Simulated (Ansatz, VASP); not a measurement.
One calculation of GaS2, two programs

```
CELL_PARAMETERS angstrom
3.10331 0.00000 0.00000
0.00000 3.10331 0.00000
0.00000 0.00000 6.40290
ATOMIC_POSITIONS crystal
Ga 0.00000 0.00000 0.00000
S 0.50000 0.50000 0.29500
S 0.50000 0.50000 0.70500
```

Change from the starting cell: species swapped into the Ga2Cu type (P4/mmm, No. 123).

Alike in both runs: task relaxation of cell and atoms; functional PBE; k mesh 6 × 6 × 4; occupations gaussian, width 0.1 eV; no spin polarisation.

|  | VASP | Ansatz |
| --- | --- | --- |
| version | VASP 6.6.1 | Ansatz 0.2.0 |
| potentials or method | VASP PAW PBE potentials, release 64 (Ga_d, S), cutoff 600 eV | scalar-relativistic, plane waves, PAW |
| valence electrons in the cell | 25 | 25 |

VASP gave:

| Property | Result |
| --- | --- |
| gap on the k mesh at the Fermi level, each at its own relaxed structure (eV) | none |
| relaxed volume (Å³/atom) | 21.11 |
| relaxed cell length with the largest relative difference (Å) | 3.608 |

Problem. Estimate Ansatz's values.

Solution. gap on the k mesh at the Fermi level, each at its own relaxed structure (eV): none; relaxed volume (Å³/atom): 21.04; relaxed cell length with the largest relative difference (Å): 3.598.

A gap of «none» marks a metal or a gap that the smearing closes.
